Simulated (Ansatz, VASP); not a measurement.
# HfN: VASP beside Ansatz

INCAR

```
ALGO = Normal ; EDIFF = 1E-7
ENCUT = 520 ; ISIF = 2
ISMEAR = -1 ; LASPH = T
LCHARG = T ; LELF = T
LREAL = F ; LVHAR = T
LWAVE = F ; NBANDS = 14
NELM = 80 ; PREC = Accurate
SIGMA = 0.03
```

The input KPOINTS:

```
k-points
0
Gamma
  10 10 10
```

File POSCAR:

```
HfN
1.0
    0.0000000000      2.2739607009      2.2739607009
    2.2739607009      0.0000000000      2.2739607009
    2.2739607009      2.2739607009      0.0000000000
Hf N
1 1
Direct
    0.0000000000      0.0000000000      0.0000000000
    0.5000000000      0.5000000000      0.5000000000
```

Input for Ansatz:

```yaml
crystal:
  lattice:
    - [0.0, 2.2739607009, 2.2739607009]
    - [2.2739607009, 0.0, 2.2739607009]
    - [2.2739607009, 2.2739607009, 0.0]
  atoms:
    - { symbol: Hf, position: [0.0, 0.0, 0.0] }
    - { symbol: "N", position: [0.5, 0.5, 0.5] }
kpoints:
  mp_grid: { grid: [10, 10, 10] }
scf:
  occupations: { method: fermi_dirac, width: 0.03 }
hamiltonian:
  xc: lda
  pseudopotentials: { kind: all_electron, lapw: { basis_error: 0.001 } }
output:
  forces: true
  stress: true
  eigenvalues: true
```

Change from the starting cell: volume scaled by 1.02.

Alike in both runs: task single point; functional LDA; k mesh 10 × 10 × 10; occupations fermi-dirac, width 0.03 eV; no spin polarisation.

|  | VASP | Ansatz |
| --- | --- | --- |
| version | VASP 6.6.1 | Ansatz 0.2.0 |
| potentials or method | VASP PAW LDA potentials, release 64 (Hf_pv, N), cutoff 520 eV | all-electron LAPW, scalar-relativistic |

Ansatz gave:

```
pressure (GPa) : -14.2
```

**Question.** Which values does VASP return?

**Answer.** Pressure (GPa): -15.5.

LDA's correlation is that of Perdew and Zunger in VASP and of Perdew and Wang (1992) in Ansatz. Ansatz ran all-electron here, and VASP with PAW potentials.

Neither program's run includes spin-orbit coupling.
